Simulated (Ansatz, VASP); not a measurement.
One calculation of Li, two programs

```
Li
1.0
     0.00000   -2.07127   -2.07127
     0.00000    2.07127   -2.07127
     4.14255    0.00000    0.00000
Li
2
Direct
  0.56105 0.43895 0.50000
  0.93895 0.06105 0.00000
```

Change from the starting cell: mode 4 frozen in at -0.255 Å, equal normal strain along x, y and z -0.0083.

Alike in both runs: task single point; functional PBE; dispersion D3(BJ); k mesh 16 × 16 × 12; occupations gaussian, width 0.15 eV; no spin polarisation.

```csv
,VASP,Ansatz
version,VASP 6.6.1,Ansatz 0.2.0
potentials or method,"VASP PAW PBE potentials, release 64 (Li_sv), cutoff 520 eV","scalar-relativistic, plane waves, PAW"
valence electrons in the cell,6,6
```

|  | VASP | Ansatz | Ansatz less VASP |
| --- | --- | --- | --- |
| gap on the k mesh at the Fermi level (eV) | none | none | - |
| rms of the force components (eV/Å) | 0.239 | 0.239 | -0.0001 |

Atom by atom the forces differ by 0.000 eV/Å (rms over components). A gap of «none» marks a metal or a gap that the smearing closes.

Noted on VASP's run: the cutoff is under 1.25 times that of the potentials, so the pressure is a little rough.
